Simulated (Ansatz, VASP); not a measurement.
One calculation of GaN, two programs

INCAR

```
  PREC = Accurate
  ENCUT = 520
  EDIFF = 1E-8
  ISMEAR = -1
  SIGMA = 0.02
  LREAL = F
  LASPH = T
  NELM = 100
  ALGO = Normal
  ISIF = 2
  LWAVE = F
  LCHARG = F
  GGA = PE
  LEFG = T
  NBANDS = 26
```

KPOINTS

```
Automatic mesh
0
Gamma
  9 9 5
```

POSCAR

```
GaN
1.0
    3.1799996605      0.0000000000      0.0000000000
   -1.5899998303      2.7539604900      0.0000000000
    0.0000000000      0.0000000000      5.1660000000
Ga N
2 2
Direct
    0.3333333333      0.6666666667      0.0000000000
    0.6666666667      0.3333333333      0.5000000000
    0.3333333333      0.6666666667      0.3750000000
    0.6666666667      0.3333333333      0.8750000000
```

Input for Ansatz:

```yaml
crystal:
  lattice:
    - [3.1799996605, 0.0, 0.0]
    - [-1.5899998303, 2.75396049, 0.0]
    - [0.0, 0.0, 5.166]
  atoms:
    - { symbol: Ga, position: [0.3333333333, 0.6666666667, 0.0] }
    - { symbol: Ga, position: [0.6666666667, 0.3333333333, 0.5] }
    - { symbol: "N", position: [0.3333333333, 0.6666666667, 0.375] }
    - { symbol: "N", position: [0.6666666667, 0.3333333333, 0.875] }
kpoints:
  mp_grid: { grid: [9, 9, 5] }
  band_path:
    path:
      - [0.0, 0.0, 0.0]
      - [0.5, 0.0, 0.0]
      - [0.3333333333, 0.3333333333, 0.0]
      - [0.0, 0.0, 0.0]
      - [0.0, 0.0, 0.5]
      - [0.5, 0.0, 0.5]
      - [0.3333333333, 0.3333333333, 0.5]
      - [0.0, 0.0, 0.5]
      - [0.5, 0.0, 0.5]
    npoints: 8
scf:
  occupations: { method: fermi_dirac, width: 0.02 }
hamiltonian:
  xc: pbe
  pseudopotentials: { kind: paw }
output:
  forces: true
  stress: true
  eigenvalues: true
  efg: { contact_densities: true }
  populations: true
  bader: true
  dos: { projected: true, de: 0.2, e_range: [-14, 8] }
```

Alike in both runs: task electric field gradients; functional PBE; k mesh 9 × 9 × 5; occupations fermi-dirac, width 0.02 eV; no spin polarisation.

```csv
,VASP,Ansatz
version,VASP 6.6.1,Ansatz 0.2.0
potentials or method,"VASP PAW PBE potentials, release 64 (Ga_d, N)","PAW with Ansatz's default frozen-core files, scalar-relativistic"
plane-wave cutoff (eV),520,420
valence electrons in the cell,36,36
```

```csv
,VASP,Ansatz,Ansatz less VASP
gap on the k mesh at the Fermi level (eV),1.97,1.96,-0.008
pressure (GPa),7.3,7.3,-0.03
"traceless stress, the component that is largest in VASP (GPa)",1.45,1.43,-0.015
rms of the force components (eV/Å),0.078,0.079,+0.0014
size of Vzz on the site where it differs most (V/Å²),2.3,2.4,+0.08
```

Atom by atom the forces differ by 0.001 eV/Å (rms over components). With one functional, cell and mesh, what is left measures potentials, basis and numerics.
